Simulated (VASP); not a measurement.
# NaH (Fm-3m) in VASP: notebook

NaH is run at these levels: LDA; tasks: single point, relaxation of cell and atoms.

Everything below comes from runs of VASP 6.6.1. Logs are shortened: lines on timing, memory, paths and dates and some standing lists are left out, and cuts for length are marked.

**1. The cell of the first run**

The structure is cubic, space group Fm-3m (No. 225). Conventional cell: a = 4.691 Å, b = 4.691 Å, c = 4.691 Å, α = 90.00°, β = 90.00°, γ = 90.00°. Within 3.1 Å of Na (site symmetry m-3m) lie 6 H at 2.35 Å. Within 3.1 Å of H (site symmetry m-3m) lie 6 Na at 2.35 Å.

**2. Single point, LDA**

INCAR

```
PREC = Accurate
ENCUT = 520
EDIFF = 1E-6
ISMEAR = -1
SIGMA = 0.05
LREAL = False
LASPH = True
NELM = 80
ALGO = Normal
ISIF = 2
LWAVE = False
LCHARG = False
NBANDS = 11
```

KPOINTS

```
Automatic mesh
0
Gamma
  12 12 12
```

POSCAR

```
NaH
1.0
    0.0000000000      2.3455367973      2.3455367973
    2.3455367973      0.0000000000      2.3455367973
    2.3455367973      2.3455367973      0.0000000000
Na H
1 1
Direct
    0.0000000000      0.0000000000      0.0000000000
    0.5000000000      0.5000000000      0.5000000000
```

Potentials or basis: VASP PAW LDA potentials, release 64 (Na_pv, H).

Run with:

```console
$ cat potpaw_LDA.64/Na_pv/POTCAR potpaw_LDA.64/H/POTCAR > POTCAR
$ mpirun -np 1 vasp_std > vasp.out
```

OUTCAR:

```text
PREC = Accurate
   ENCUT = 520
   EDIFF = 1E-6
   ISMEAR = -1
   LREAL = False
   LASPH = True
   NELM = 80
   ISIF = 2

 ion  position               nearest neighbor table
   1  0.000  0.000  0.000-
   2  0.500  0.500  0.500-

  LATTYP: Found a face centered cubic cell.
 ALAT       =     4.6910735946

  Lattice vectors:

 A1 = (   0.0000000000,   2.3455367973,   2.3455367973)
 A2 = (   2.3455367973,   0.0000000000,   2.3455367973)
 A3 = (   2.3455367973,   2.3455367973,   0.0000000000)

Analysis of symmetry for initial positions (statically):
=====================================================================
 Subroutine PRICEL returns:
 Original cell was already a primitive cell.

 Routine SETGRP: Setting up the symmetry group for a
 face centered cubic supercell.

 Subroutine GETGRP returns: Found 48 space group operations
 (whereof 48 operations were pure point group operations)
 out of a pool of 48 trial point group operations.

The static configuration has the point symmetry O_h .

Analysis of symmetry for dynamics (positions and initial velocities):
=====================================================================
 Subroutine PRICEL returns:
 Original cell was already a primitive cell.

 Routine SETGRP: Setting up the symmetry group for a
 face centered cubic supercell.

 Subroutine GETGRP returns: Found 48 space group operations
 (whereof 48 operations were pure point group operations)
 out of a pool of 48 trial point group operations.

The dynamic configuration has the point symmetry O_h .

 Subroutine INISYM returns: Found 48 space group operations
 (whereof 48 operations are pure point group operations),
 and found     1 'primitive' translations

----------------------------------------------------------------------------------------

                                     Primitive cell

  volume of cell :      25.8081

  direct lattice vectors                    reciprocal lattice vectors
     0.000000000  2.345536797  2.345536797    -0.213170819  0.213170819  0.213170819
     2.345536797  0.000000000  2.345536797     0.213170819 -0.213170819  0.213170819
     2.345536797  2.345536797  0.000000000     0.213170819  0.213170819 -0.213170819

  length of vectors
     3.317089950  3.317089950  3.317089950     0.369222689  0.369222689  0.369222689

  position of ions in fractional coordinates (direct lattice)
     0.000000000  0.000000000  0.000000000
[... 79 lines left out ...]
   LREAL  =      F    real-space projection
   EDIFFG = 0.1E-04   stopping-criterion for IOM
   NSW    =      0    number of steps for IOM
   IBRION =     -1    ionic relax: 0-MD 1-quasi-New 2-CG
   NFREE  =      0    steps in history (QN), initial steepest desc. (CG)
   ISIF   =      2    stress and relaxation
   ISYM   =      2    0-nonsym 1-usesym 2-fastsym
   POTIM  = 0.5000    time-step for ionic-motion
   TEBEG  =    0.0;   TEEND  =   0.0 temperature during run
   PSTRESS=    0.0 pullay stress
   NELECT =       8.0000    total number of electrons
   NUPDOWN=      -1.0000    fix difference up-down
   EMIN   =  10.00;   EMAX   =-10.00  energy-range for DOS
   EFERMI =   0.00;   METHOD = LEGACY
   ISMEAR =    -1;   SIGMA  =   0.05  broadening in eV -4-tet -1-fermi 0-gaus
   EFERMI_NEDOS =   21; number of points for ismear=-14 and -15
   IALGO  =     38    algorithm
   IMIX   =      4    mixing-type and parameters
     AMIX     =   0.40;   BMIX     =  1.00
     AMIX_MAG =   1.60;   BMIX_MAG =  1.00
  volume/ion in A,a.u.               =      12.90        87.08
  Fermi-wavevector in a.u.,A,eV,Ry     =   1.107948  2.093717 16.701805  1.227548
  Thomas-Fermi vector in A             =   2.244469
   LORBIT       =      0    0 simple, 1 ext, 2 COOP (PROOUT), +10 PAW based schemes
   GGA     = CA    functional components
   LHFCALC =     F    Hartree Fock is set to
   AEXX    =    0.0000 exact exchange contribution
   IVDW    =     0    specifies the selected vdW correction
   LEPSILON=     F    determine dielectric tensor
   LRPA    =     F    only Hartree local field effects (RPA)
 non-spin polarized calculation
  energy-cutoff  :      520.00
  volume of cell :       25.81
 maximum number of plane-waves:       725
 NGX is ok and might be reduce to    28
   NGX = 13   NGY = 13   NGZ = 13

 number of electron       8.0000002 magnetization

 Free energy of the ion-electron system (eV)
  ---------------------------------------------------
  ext. energy  EPLUGINS =         0.00000000
  ---------------------------------------------------
  free energy    TOTEN  =        -5.40842461 eV

  energy without entropy =       -5.40842461  energy(sigma->0) =       -5.40842461

 E-fermi :   0.1040     XC(G=0):  -8.5555

 val. band max:       -0.9175370887   @ k =  -0.2500   0.5000   0.2500
 cond. band min:       2.6275119793   @ k =   0.5000   0.0000   0.0000
 fundamental gap:      3.5450490680
 Fermi energy:         0.1039600000

 k-point     1 :       0.0000    0.0000    0.0000
  band No.  band energies     occupation
      1     -22.9475      2.00000
      2     -22.9475      2.00000
      3     -22.9475      2.00000
      4      -4.9695      2.00000
      5      10.2797      0.00000
      6      14.9232      0.00000
      7      14.9232      0.00000
      8      14.9232      0.00000
      9      16.1558      0.00000
     10      16.1558      0.00000
     11      16.1558      0.00000
[... 309 lines left out ...]
 k-point    24 :      -0.4167    0.1667    0.0000
  band No.  band energies     occupation
      1     -23.0662      2.00000
      2     -22.9858      2.00000
      3     -22.9675      2.00000
      4      -1.6642      2.00000
      5       3.1975      0.00000
      6       7.6793      0.00000
      7      11.8863      0.00000
      8      12.9878      0.00000
      9      16.6165      0.00000
     10      17.6617      0.00000
     11      21.5313      0.00000

 [... further k-points ...]
[... 5 lines left out ...]
  --------------------------------------------------------------------------------------
  -------------------------------------------------------------------------------------
  Total       -0.0124029     -0.0124029     -0.0124029      0.0000000     -0.0000000     -0.0000000
  in kB       -0.7699735     -0.7699735     -0.7699735      0.0000000     -0.0000000     -0.0000000
  external PRESSURE =      -0.7699735 kB  Pullay stress =       0.0000000 kB

 VOLUME and BASIS-vectors are now :
 -----------------------------------------------------------------------------
  energy-cutoff  :      520.00
  volume of cell :       25.81
      direct lattice vectors                 reciprocal lattice vectors
     0.000000000  2.345536797  2.345536797    -0.213170819  0.213170819  0.213170819
     2.345536797  0.000000000  2.345536797     0.213170819 -0.213170819  0.213170819
     2.345536797  2.345536797  0.000000000     0.213170819  0.213170819 -0.213170819

 POSITION                                       TOTAL-FORCE (eV/Angst)
 -----------------------------------------------------------------------------------
      0.00000      0.00000      0.00000        -0.000000      0.000000     -0.000000
      2.34554      2.34554      2.34554         0.000000      0.000000      0.000000
 -----------------------------------------------------------------------------------
    total drift:                               -0.000000     -0.000000      0.000000

  FREE ENERGIE OF THE ION-ELECTRON SYSTEM (eV)
  ---------------------------------------------------
  free  energy   TOTEN  =        -5.4084246120 eV

  energy  without entropy=       -5.4084246120  energy(sigma->0) =       -5.40842461
```

stdout:

```text
POSCAR found type information on POSCAR NaH
 POSCAR found :  2 types and       2 ions
 scaLAPACK will be used
 LDA part: xc-table for (Slater(with rela. corr.)+CA(PZ))
 , standard interpolation
 POSCAR, INCAR and KPOINTS ok, starting setup
 FFT: planning ... GRIDC
 FFT: planning ... GRID_SOFT
 FFT: planning ... GRID
 WAVECAR not read
 entering main loop
```

It took 8.2 s on 1 thread of Intel Xeon 6975P-C (Granite Rapids), shared host; peak memory 0.14 GiB.

What came out:

```
Free energy            : -5.4084 eV
Pressure               : -0.1 GPa
Band gap on the k mesh : 3.54 eV (least direct gap 4.50 eV)
```

**3. Relaxation of cell and atoms, LDA**

This run uses another cell than the first one, of 14.53 Å³/atom.

INCAR

```
ALGO = Normal
EDIFF = 1E-6
EDIFFG = -0.002
ENCUT = 600
IBRION = 2
ISIF = 3
ISMEAR = -1
LASPH = True
LCHARG = False
LREAL = False
LWAVE = False
NELM = 80
NSW = 100
PREC = Accurate
SIGMA = 0.05
```

KPOINTS

```
k-points
0
Gamma
  12 12 12
```

POSCAR

```
NaH
1.0
    0.0000000000      2.4400000000      2.4400000000
    2.4400000000      0.0000000000      2.4400000000
    2.4400000000      2.4400000000      0.0000000000
Na H
1 1
Direct
    0.0000000000      0.0000000000      0.0000000000
    0.5000000000      0.5000000000      0.5000000000
```

Potentials or basis: VASP PAW LDA potentials, release 64 (Na_pv, H).

Run with:

```console
$ cat potpaw_LDA.64/Na_pv/POTCAR potpaw_LDA.64/H/POTCAR > POTCAR
$ mpirun -np 1 vasp_std > vasp.out
```

Wall time 17 s (1 thread of Intel Xeon 6975P-C (Granite Rapids), shared host); peak memory 0.15 GiB.

The run converged. Its results:

- Free energy: -5.4093 eV
- Relaxed volume: 12.89 Å³/atom
- Relaxed cell: a = 3.316 Å, b = 3.316 Å, c = 3.316 Å, α = 60.00°, β = 60.00°, γ = 60.00°
- Space group after relaxing (to 0.1 Å): Fm-3m (No. 225)
- Energy gained by relaxing: 14.7 meV/atom
- Ionic steps: 4
- Pressure after relaxing: 0.0 GPa
- Band gap on the k mesh: 3.55 eV (least direct gap 4.51 eV)

The path:
```tsv
step	energy change (eV)	largest force (eV/Å)	pressure (GPa)	volume (Å³)
1	0.0000	0.0000	-2.63	29.05
2	-0.0143	0.0000	-1.98	28.06
3	-0.0288	0.0000	-0.42	26.22
4	-0.0294	0.0000	0.01	25.78
```

Final structure:
```yaml
crystal:
  lattice:
    - [0.00000, 2.34464, 2.34464]
    - [2.34464, 0.00000, 2.34464]
    - [2.34464, 2.34464, 0.00000]
  atoms:
    - { symbol: Na, position: [0.00000, 0.00000, 0.00000] }
    - { symbol: H, position: [0.50000, 0.50000, 0.50000] }
```

Levels at points of the mesh, in eV from the valence-band top:
```csv
k point,band 2,band 3,band 4,band 5,band 6,band 7
"(0.00, 0.00, 0.00)",-22.03,-22.03,-4.06,11.21,15.85,15.85
"(0.50, 0.00, 0.00)",-22.04,-22.04,-0.96,3.55,11.21,13.62
"(0.50, 0.50, 0.00)",-22.07,-22.07,-0.22,4.47,9.99,10.89
```

A k mesh can miss the band edges. Zero-point motion and thermal expansion aren't in these numbers.
